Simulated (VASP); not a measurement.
AlN, 2 atoms in the cell. Symmetry: F-43m, No. 216, cubic system. The conventional cell has a = 4.368 Å, b = 4.368 Å, c = 4.368 Å, α = 90.00°, β = 90.00°, γ = 90.00°. Al (site symmetry -43m) has 4 N at 1.89 Å within 2.5 Å. Within 2.5 Å of N (site symmetry -43m) lie 4 Al at 1.89 Å. 

| Item | Value |
| --- | --- |
| Program | VASP 6.6.1 |
| Task | relaxation of cell and atoms |
| Functional | r2SCAN |
| Potentials or basis | VASP PAW PBE potentials, release 64 (Al, N) |
| Cutoff | 600 eV |
| k mesh | 10 × 10 × 10 |
| Occupations | fermi-dirac, width 0.05 eV |
| Spin | no spin polarisation |
| Dipole correction | no |
| Further INCAR settings | ALGO = Normal; EDIFF = 1e-07; IBRION = 2; EDIFFG = -0.01; NSW = 60; ISIF = 3 |

Potentials or basis: VASP PAW PBE potentials, release 64 (Al, N).

Launch:

```console
$ cat potpaw_PBE.64/Al/POTCAR potpaw_PBE.64/N/POTCAR > POTCAR
$ cp INCAR.step1 INCAR
$ mpirun -np 1 vasp_std > vasp.out
$ cp INCAR.step2 INCAR
$ mpirun -np 1 vasp_std > vasp.out
```

Hardware: 1 thread of Intel(R) Xeon(R) Platinum 8488C (Sapphire Rapids), with other jobs on the host.

Q: How long does it take, and how much memory?

A: Run time: 48 s on 1 thread of Intel(R) Xeon(R) Platinum 8488C (Sapphire Rapids) (shared host), peak memory 0.16 GiB. Counts: k points 47, ion steps 1.
